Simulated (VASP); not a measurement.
# Hf3Si2N (Pmmm) in VASP: relaxation of cell and atoms with PBE

Aim: the relaxation of cell and atoms of Hf3Si2N with PBE.

Program: VASP 6.6.1. These are calculated values, not measurements. Logs are shortened: lines on timing, memory, paths and dates and some standing lists are left out, and cuts for length are marked.

**1. The cell of the first run**

The structure is orthorhombic, space group Pmmm (No. 47). The conventional cell has a = 2.947 Å, b = 6.338 Å, c = 7.909 Å, α = 90.00°, β = 90.00°, γ = 90.00°. Within 3.8 Å of Hf (site symmetry mm2) lie 5 Hf at 2.89 to 2.95 Å and 2 Si at 3.23 Å and 4 N at 3.79 Å. Within 3.3 Å of Hf (site symmetry mmm) lie 4 Si at 2.54 Å and 6 Hf at 2.89 to 2.95 Å. Within 3.0 Å of Si (site symmetry m2m) lie 3 Si at 2.21 to 2.95 Å and 2 Hf at 2.54 Å. Within 3.9 Å of N (site symmetry mmm) lie 2 N at 2.95 Å and 8 Hf at 3.79 Å.

The cell was generated, and may not be a known phase.

**2. Relaxation of cell and atoms, PBE**

File INCAR:

```
SYSTEM = Hf3Si2N
PREC = Accurate ; ENCUT = 600
EDIFF = 1E-6 ; ISMEAR = 0
SIGMA = 0.1 ; LREAL = .False.
LASPH = .True. ; NELM = 100
ALGO = Fast ; ISIF = 3
LWAVE = .False. ; LCHARG = .False.
GGA = PE ; IBRION = 2
NSW = 100 ; EDIFFG = -0.01
```

File KPOINTS:

```
Automatic mesh
0
Gamma
  12 6 6
  0 0 0
```

File POSCAR:

```
Hf3Si2N
1.0
    2.9468373424      0.0000000000      0.0000000000
    0.0000000000      6.3378687554      0.0000000000
    0.0000000000      0.0000000000      7.9090750469
Hf Si N
3 2 1
Direct
    0.0000000000      0.5000000000      0.6857187053
    0.0000000000      0.5000000000      0.3142812947
    0.5000000000      0.5000000000      0.0000000000
    0.0000000000      0.8258960695      0.0000000000
    0.0000000000      0.1741039305      0.0000000000
    0.5000000000      0.0000000000      0.5000000000
```

Potentials or basis: VASP PAW PBE potentials, release 64 (Hf_pv, Si, N).

Command:

```sh
$ cat potpaw_PBE.64/Hf_pv/POTCAR potpaw_PBE.64/Si/POTCAR potpaw_PBE.64/N/POTCAR > POTCAR
$ mpirun -np 1 vasp_std > vasp.out
```

OUTCAR:

```text
SYSTEM = Hf3Si2N
   PREC = Accurate
   ENCUT = 600
   EDIFF = 1E-6
   ISMEAR = 0
   LREAL = .False.
   LASPH = .True.
   NELM = 100
   ISIF = 3
   GGA = PE
   IBRION = 2
   NSW = 100
   EDIFFG = -0.01

 ion  position               nearest neighbor table
   1  0.000  0.500  0.686-   3 2.89   3 2.89   2 2.94   5 3.23   4 3.23
   2  0.000  0.500  0.314-   3 2.89   3 2.89   1 2.94   5 3.23   4 3.23
   3  0.500  0.500  0.000-   4 2.54   5 2.54   4 2.54   5 2.54   1 2.89   2 2.89   1 2.89   2 2.89

   4  0.000  0.826  0.000-   5 2.21   3 2.54   3 2.54   2 3.23   1 3.23
   5  0.000  0.174  0.000-   4 2.21   3 2.54   3 2.54   2 3.23   1 3.23
   6  0.500  0.000  0.500-

  LATTYP: Found a simple orthorhombic cell.
 ALAT       =     2.9468373424
 B/A-ratio  =     2.1507358632
 C/A-ratio  =     2.6839197852

  Lattice vectors:

 A1 = (   2.9468373424,   0.0000000000,   0.0000000000)
 A2 = (   0.0000000000,   6.3378687554,   0.0000000000)
 A3 = (   0.0000000000,   0.0000000000,   7.9090750469)

Analysis of symmetry for initial positions (statically):
=====================================================================
 Subroutine PRICEL returns:
 Original cell was already a primitive cell.

 Routine SETGRP: Setting up the symmetry group for a
 simple orthorhombic supercell.

 Subroutine GETGRP returns: Found  8 space group operations
 (whereof  8 operations were pure point group operations)
 out of a pool of  8 trial point group operations.

The static configuration has the point symmetry D_2h.

Analysis of symmetry for dynamics (positions and initial velocities):
=====================================================================
 Subroutine PRICEL returns:
 Original cell was already a primitive cell.

 Routine SETGRP: Setting up the symmetry group for a
 simple orthorhombic supercell.

 Subroutine GETGRP returns: Found  8 space group operations
 (whereof  8 operations were pure point group operations)
 out of a pool of  8 trial point group operations.

The dynamic configuration has the point symmetry D_2h.

 Subroutine INISYM returns: Found  8 space group operations
 (whereof  8 operations are pure point group operations),
 and found     1 'primitive' translations

----------------------------------------------------------------------------------------

                                     Primitive cell

  volume of cell :     147.7152

  direct lattice vectors                    reciprocal lattice vectors
     2.946837342  0.000000000  0.000000000     0.339346860  0.000000000  0.000000000
     0.000000000  6.337868755  0.000000000     0.000000000  0.157781746  0.000000000
     0.000000000  0.000000000  7.909075047     0.000000000  0.000000000  0.126437035

  length of vectors
     2.946837342  6.337868755  7.909075047     0.339346860  0.157781746  0.126437035

  position of ions in fractional coordinates (direct lattice)
     0.000000000  0.500000000  0.685718705
     0.000000000  0.500000000  0.314281295
     0.500000000  0.500000000  0.000000000
     0.000000000  0.825896069  0.000000000
     0.000000000  0.174103931  0.000000000
     0.500000000  0.000000000  0.500000000

  ion indices of the primitive-cell ions
   primitive index   ion index
                 1           1
                 2           2
                 3           3
                 4           4
                 5           5
                 6           6

----------------------------------------------------------------------------------------

 KPOINTS: Automatic mesh

Automatic generation of k-mesh.
 Grid dimensions read from file:
 generate k-points for:   12    6    6

 Generating k-lattice:

  Cartesian coordinates                     Fractional coordinates (reciprocal lattice)
     0.028278905  0.000000000  0.000000000     0.083333333  0.000000000  0.000000000
     0.000000000  0.026296958  0.000000000     0.000000000  0.166666667  0.000000000
     0.000000000  0.000000000  0.021072839     0.000000000  0.000000000  0.166666667

  Length of vectors
     0.028278905  0.026296958  0.021072839

  Shift w.r.t. Gamma in fractional coordinates (k-lattice)
     0.000000000  0.000000000  0.000000000

 Subroutine IBZKPT returns following result:
 ===========================================

 Found    112 irreducible k-points:

 Following reciprocal coordinates:
            Coordinates               Weight
  0.000000  0.000000  0.000000      1.000000
  0.083333  0.000000  0.000000      2.000000
  0.166667  0.000000  0.000000      2.000000
  0.250000  0.000000  0.000000      2.000000
  0.333333  0.000000  0.000000      2.000000
  0.416667  0.000000  0.000000      2.000000
[... 16 lines left out ...]
  0.083333  0.500000  0.000000      2.000000
  0.166667  0.500000  0.000000      2.000000
 [... further k-points ...]
   k-points           NKPTS =    112   k-points in BZ     NKDIM =    112   number of bands    NBANDS=     25
   number of dos      NEDOS =    301   number of ions     NIONS =      6
   total plane-waves  NPLWV =  82944
   dimension x,y,z NGX =    24 NGY =   54 NGZ =   64
   dimension x,y,z NGXF=    48 NGYF=  108 NGZF=  128
   ions per type =               3   2   1
   NGX,Y,Z   is equivalent  to a cutoff of  13.54, 14.16, 13.45 a.u.
   NGXF,Y,Z  is equivalent  to a cutoff of  27.08, 28.33, 26.91 a.u.
 SYSTEM =  Hf3Si2N
   PREC   = accura    normal or accurate (medium, high low for compatibility)
   ISTART =      0    job   : 0-new  1-cont  2-samecut
   ICHARG =      2    charge: 1-file 2-atom 10-const
   ISPIN  =      1    spin polarized calculation?
   LNONCOLLINEAR =      F non collinear calculations
   LSORBIT =      F    spin-orbit coupling
   LASPH  =      T    aspherical Exc in radial PAW
   ENCUT  =  600.0 eV  44.10 Ry    6.64 a.u.   5.89 12.66 15.80*2*pi/ulx,y,z
   NELM   =    100;   NELMIN=  2; NELMDL= -5     # of ELM steps
   EDIFF  = 0.1E-05   stopping-criterion for ELM
   LREAL  =      F    real-space projection
   EDIFFG = -.1E-01   stopping-criterion for IOM
   NSW    =    100    number of steps for IOM
   IBRION =      2    ionic relax: 0-MD 1-quasi-New 2-CG
   NFREE  =      1    steps in history (QN), initial steepest desc. (CG)
   ISIF   =      3    stress and relaxation
   ISYM   =      2    0-nonsym 1-usesym 2-fastsym
   POTIM  = 0.5000    time-step for ionic-motion
   TEBEG  =    0.0;   TEEND  =   0.0 temperature during run
   PSTRESS=    0.0 pullay stress
   NELECT =      43.0000    total number of electrons
   NUPDOWN=      -1.0000    fix difference up-down
   EMIN   =  10.00;   EMAX   =-10.00  energy-range for DOS
   EFERMI =   0.00;   METHOD = LEGACY
   ISMEAR =     0;   SIGMA  =   0.10  broadening in eV -4-tet -1-fermi 0-gaus
   EFERMI_NEDOS =   21; number of points for ismear=-14 and -15
   IALGO  =     68    algorithm
   IMIX   =      4    mixing-type and parameters
     AMIX     =   0.40;   BMIX     =  1.00
     AMIX_MAG =   1.60;   BMIX_MAG =  1.00
  volume/ion in A,a.u.               =      24.62       166.14
  Fermi-wavevector in a.u.,A,eV,Ry     =   1.084982  2.050319 16.016593  1.177186
  Thomas-Fermi vector in A             =   2.221085
   LORBIT       =      0    0 simple, 1 ext, 2 COOP (PROOUT), +10 PAW based schemes
   GGA     = PE    functional components
   LHFCALC =     F    Hartree Fock is set to
   AEXX    =    0.0000 exact exchange contribution
   IVDW    =     0    specifies the selected vdW correction
   LEPSILON=     F    determine dielectric tensor
   LRPA    =     F    only Hartree local field effects (RPA)
 conjugate gradient relaxation of ions
 non-spin polarized calculation
 RMM-DIIS sequential band-by-band and
 Gauss-broadening in eV      SIGMA  =   0.10
  energy-cutoff  :      600.00
  volume of cell :      147.72
 maximum number of plane-waves:      4980
 NGX is ok and might be reduce to    24
   NGX = 11   NGY = 25   NGZ = 31

--------------------------------------- Ionic step        1  -------------------------------------------

 number of electron      43.0000000 magnetization

 Free energy of the ion-electron system (eV)
  ---------------------------------------------------
  ext. energy  EPLUGINS =         0.00000000
  ---------------------------------------------------
  free energy    TOTEN  =       -39.96427849 eV

  energy without entropy =      -39.93773670  energy(sigma->0) =      -39.95100760

------------------------ aborting loop because EDIFF is reached ----------------------------------------

  FORCE on cell =-STRESS in cart. coord.  units (eV):
  Direction    XX          YY          ZZ          XY          YZ          ZX
  --------------------------------------------------------------------------------------
  -------------------------------------------------------------------------------------
  Total        0.9399329     -0.6154846     -0.4335395      0.0000000      0.0000000      0.0000000
  in kB       10.1948847     -6.6757900     -4.7023417      0.0000000      0.0000000      0.0000000
  external PRESSURE =      -0.3944157 kB  Pullay stress =       0.0000000 kB
[... 185 lines left out ...]
  energy  without entropy=      -39.9491458532  energy(sigma->0) =      -39.96155513

--------------------------------------- Ionic step        6  -------------------------------------------

 number of electron      42.9999999 magnetization

 Free energy of the ion-electron system (eV)
  ---------------------------------------------------
  ext. energy  EPLUGINS =         0.00000000
  ---------------------------------------------------
  free energy    TOTEN  =       -39.97444900 eV

  energy without entropy =      -39.94951234  energy(sigma->0) =      -39.96198067

 E-fermi :   2.7801     XC(G=0):  -9.3420

 val. band max:        2.7655306661   @ k =   0.3333   0.5000   0.0000
 cond. band min:       2.7803360124   @ k =   0.4167   0.3333   0.5000
 fundamental gap:      0.0148053463
 Fermi energy:         2.7801308853

 k-point     1 :       0.0000    0.0000    0.0000
  band No.  band energies     occupation
      1     -28.7265      2.00000
      2     -28.6763      2.00000
      3     -28.6372      2.00000
      4     -28.3618      2.00000
      5     -27.9598      2.00000
      6     -27.9105      2.00000
[... 661 lines left out ...]
     24       3.6084      0.00000
     25       3.6851      0.00000

 [... further k-points ...]

------------------------ aborting loop because EDIFF is reached ----------------------------------------

  FORCE on cell =-STRESS in cart. coord.  units (eV):
  Direction    XX          YY          ZZ          XY          YZ          ZX
  --------------------------------------------------------------------------------------
  -------------------------------------------------------------------------------------
  Total       -0.0187507      0.0176619     -0.0456141     -0.0000000      0.0000000      0.0000000
  in kB       -0.2039605      0.1921167     -0.4961670     -0.0000000      0.0000000      0.0000000
  external PRESSURE =      -0.1693369 kB  Pullay stress =       0.0000000 kB
[... 21 lines left out ...]
  FREE ENERGIE OF THE ION-ELECTRON SYSTEM (eV)
  ---------------------------------------------------
  free  energy   TOTEN  =       -39.9744489956 eV

  energy  without entropy=      -39.9495123425  energy(sigma->0) =      -39.96198067

 reached required accuracy - stopping structural energy minimisation
```

Run time: 47 min. Hardware: 1 thread of Oxide Virtual Turin-like, shared host; peak memory 0.6 GiB.

What came out:

| Quantity | Value |
| --- | --- |
| Free energy | -39.9744 eV |
| Relaxed volume | 24.55 Å³/atom |
| Relaxed cell | a = 2.983 Å, b = 6.284 Å, c = 7.857 Å, α = 90.00°, β = 90.00°, γ = 90.00° |
| Space group after relaxing (to 0.1 Å) | Pmmm (No. 47) |
| Energy gained by relaxing | 1.7 meV/atom |
| Ionic steps | 6 |
| Pressure after relaxing | 0.0 GPa |
| Largest force after relaxing | 0.008 eV/Å |
| Band gap on the k mesh | zero (an odd number of electrons rules out a gap without spin polarisation) |

Forces in eV/Å, atoms in the order of the input:
```
Hf   0.000  0.000  0.008
Hf   0.000  0.000 -0.008
Hf   0.000  0.000  0.000
Si   0.000  0.007  0.000
Si   0.000 -0.007  0.000
N    0.000  0.000  0.000
```

Step by step:
```csv
step,energy change (eV),largest force (eV/Å),pressure (GPa),volume (Å³)
1,0.0000,0.0360,-0.04,147.72
2,-0.0083,0.0773,-0.06,147.58
3,-0.0098,0.1109,-0.11,147.47
4,-0.0098,0.1062,-0.10,147.48
5,-0.0097,0.1337,0.10,147.08
6,-0.0102,0.0079,-0.02,147.29
```

Final structure:
```
Hf Si N
1.0
     2.98313    0.00000    0.00000
     0.00000    6.28406    0.00000
     0.00000    0.00000    7.85724
Hf Si N
3 2 1
Direct
  0.00000 0.50000 0.68616
  0.00000 0.50000 0.31384
  0.50000 0.50000 0.00000
  0.00000 0.82499 0.00000
  0.00000 0.17501 0.00000
  0.50000 0.00000 0.50000
```

Caveat: spin-orbit coupling is left out, which moves the levels of the heavy elements; an odd number of electrons without spin polarisation forces a metal; a magnetic or distorted state may lie lower.
